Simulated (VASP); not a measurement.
Write the native input for VASP 6.6.1 that does the following.

```yaml
Task: single point
Functional: PBEsol
Potentials_or_basis: VASP PAW PBE potentials, release 64 (Al)
Cutoff: 520 eV
k_mesh: 10 × 10 × 10
Occupations: gaussian, width 0.15 eV
Spin: no spin polarisation
Dipole_correction: no
Further_INCAR_settings: ALGO = Fast; EDIFF = 1e-07; NBANDS = 22
```

The structure of Al lies in POSCAR:

```
Al
1.0
    3.2126361663      3.2126361663      3.2126361663
   -3.2126361663     -3.2126361663      3.2126361663
    3.2126361663     -3.2126361663     -3.2126361663
Al
8
Direct
   -0.0728373796      0.5000000000      0.4271626204
    0.0000000000      0.0000000000      0.5000000000
    0.0000000000      0.5000000000      0.0000000000
    0.0000000000      0.0000000000      0.0000000000
    0.5000000000      0.5000000000      0.5000000000
    0.5000000000      0.0000000000      0.5000000000
    0.5000000000      0.5000000000      0.0000000000
    0.5000000000      0.0000000000      0.0000000000
```

This cell differs from its parent crystal: atom 1 (Al) moved by -0.468 Å along [1 0 0] and +0.000 Å along [0 1 0].

The input as run:

INCAR

```
SYSTEM = Al
PREC = Accurate
ENCUT = 520
EDIFF = 1E-7
ISMEAR = 0
SIGMA = 0.15
LREAL = .False.
LASPH = .True.
NELM = 100
ALGO = Fast
ISIF = 2
LWAVE = .False.
LCHARG = .False.
GGA = PS
NBANDS = 22
```

KPOINTS

```
regular mesh
0
Gamma
  10 10 10
  0 0 0
```

Potentials or basis: VASP PAW PBE potentials, release 64 (Al).

Command:

```sh
$ cat potpaw_PBE.64/Al/POTCAR > POTCAR
$ mpirun -np 1 vasp_std > vasp.out
```

Results of the run:

- Pressure: 2.0 GPa
- Largest force: 2.067 eV/Å
- Band gap on the k mesh: zero (bands 12 and 13 overlap by 4.40 eV)

Caveat: the cell differs from its parent crystal (atom 1 (Al) moved by -0.468 Å along [1 0 0] and +0.000 Å along [0 1 0]); the PAW data sets were made with another functional, which shifts forces and pressure a little.

Run time: 5.3 min on 1 thread of Intel(R) Xeon(R) Platinum 8259CL CPU @ 2.50GHz (Skylake/Cascade Lake) (shared host), peak memory 0.38 GiB.
